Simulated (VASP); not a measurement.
Crystal: C.

```xyz
4
Lattice="2.5032 0.0000 0.0000 -1.2516 2.1678 0.0000 0.0000 0.0000 4.1689" Properties=species:S:1:pos:R:3 pbc="T T T"
C     0.0000    1.4452    0.0010
C     1.2516    0.7226    2.0854
C     0.0000    1.4452    1.5624
C     1.2516    0.7226    3.6468
```

Base run:

| Property | Result |
| --- | --- |
| Program | VASP 6.6.1 |
| Functional | PBE0 |
| Potentials or basis | VASP PAW PBE potentials, release 64 (C) |
| Cutoff | 520 eV |
| k mesh | 9 × 9 × 4 |
| Occupations | gaussian, width 0.01 eV |
| Spin | no spin polarisation |

Its results: band gap on the k mesh 5.13 eV (least direct gap 7.09 eV); pressure -5.0 GPa.

Problem. The run is repeated on the same cell with these changes: functional from PBE0 to r2SCAN0. What comes out?

Solution. Band gap on the k mesh 5.25 eV (least direct gap 7.16 eV); pressure -6.9 GPa.

Caveats: the cell stands under tension; the PAW data sets were made with another functional, which shifts forces and pressure a little; an odd mesh through Γ misses points on the zone boundary, where band edges can lie.
